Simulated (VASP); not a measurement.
Input of a VASP 6.6.1 run:

File INCAR:

```
SYSTEM = Co
  PREC = Accurate
  ENCUT = 520
  EDIFF = 1E-6
  ISMEAR = -1
  SIGMA = 0.05
  LREAL = .False.
  LASPH = .True.
  NELM = 150
  ALGO = Normal
  ISIF = 2
  LWAVE = .False.
  LCHARG = .True.
  ISPIN = 2
  MAGMOM = 1.7 1.7 1.7
  LORBIT = 11
  LMAXMIX = 4
  GGA = PE
  LELF = .True.
  LVHAR = .True.
  NBANDS = 24
```

Contents of KPOINTS:

```
regular mesh
0
Gamma
  10 10 14
  0 0 0
```

The input POSCAR:

```
Co
1.0
    3.7488755480      0.0000000000      0.0000000000
   -1.8744377740      3.2466214602      0.0000000000
    0.0000000000      0.0000000000      2.2884585505
Co
3
Direct
    0.0000000000      0.0000000000      0.0000000000
    0.3333333333      0.6666666667      0.5000000000
    0.6666666667      0.3333333333      0.5000000000
```

Potentials or basis: VASP PAW PBE potentials, release 64 (Co).

Run with:

```bash
$ cat potpaw_PBE.64/Co/POTCAR > POTCAR
$ mpirun -np 1 vasp_std > vasp.out
```

Problem. Estimate the site moments.

Solution. Co +1.47 μB.

Problem. Estimate the net moment.

Solution. 4.43 μB per cell.

Stress tensor (GPa, compression positive):
```
51.47  0.00  0.00
 0.00 51.47  0.00
 0.00  0.00 51.80
```
